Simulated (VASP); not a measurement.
A run of VASP 6.6.1 is set up as follows.

File INCAR:

```
SYSTEM = B
PREC = Accurate
ENCUT = 520
EDIFF = 1E-7
ISMEAR = 0
SIGMA = 0.1
LREAL = .FALSE.
LASPH = .TRUE.
NELM = 100
ALGO = Normal
ISIF = 2
LWAVE = .FALSE.
LCHARG = .FALSE.
GGA = PE
NBANDS = 8
```

File KPOINTS:

```
Automatic mesh
0
G
  22 22 22
  0 0 0
```

File POSCAR:

```
B
1.0
   -1.3661034921      1.3661034921      1.3661034921
    1.3661034921     -1.3661034921      1.3661034921
    1.3661034921      1.3661034921     -1.3661034921
B
1
Direct
    0.0000000000      0.0000000000      0.0000000000
```

Potentials or basis: VASP PAW PBE potentials, release 64 (B).

Run with:

```bash
$ cat potpaw_PBE.64/B/POTCAR > POTCAR
$ mpirun -np 1 vasp_std > vasp.out
```

Problem. What does it give for the pressure?

Solution. -37.2 GPa.

Caveat: the cell differs from its parent crystal (In replaced by B, lengths x 0.755, strained).
